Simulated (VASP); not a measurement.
Si2Mo (MoSi2 type), 3 atoms in the cell. The structure is tetragonal, space group I4/mmm (No. 139). The conventional cell has a = 2.859 Å, b = 2.859 Å, c = 7.009 Å, α = 90.00°, β = 90.00°, γ = 90.00°. Mo (site symmetry 4/mmm) has 10 Si at 2.33 to 2.35 Å and 4 Mo at 2.86 Å within 3.1 Å. Within 3.1 Å of Si (site symmetry 4mm) lie 9 Si at 2.31 to 2.86 Å and 5 Mo at 2.33 to 2.35 Å. 

```yaml
Program: VASP 6.6.1
Task: relaxation of shape and atoms at fixed volume
Functional: PBEsol
Potentials_or_basis: VASP PAW PBE potentials, release 64 (Mo_sv, Si)
Cutoff: 600 eV
k_mesh: 14 × 14 × 14
Occupations: fermi-dirac, width 0.05 eV
Spin: no spin polarisation
Dipole_correction: no
Further_INCAR_settings: ALGO = Normal; EDIFF = 1e-07; IBRION = 2; EDIFFG = -0.005; NSW = 50; ISIF = 4
```

Potentials or basis: VASP PAW PBE potentials, release 64 (Mo_sv, Si).

Launch:

```bash
$ cat potpaw_PBE.64/Mo_sv/POTCAR potpaw_PBE.64/Si/POTCAR > POTCAR
$ mpirun -np 1 vasp_std > vasp.out
```

Hardware: 1 thread of Oxide Virtual Turin-like Processor, on a shared host.

Q: Estimate the wall time of this run.

A: It took 12 min on 1 thread of Oxide Virtual Turin-like Processor, with other jobs on the host, peak memory 0.25 GiB. Counts: scf iterations 50, k points 244, ion steps 7.
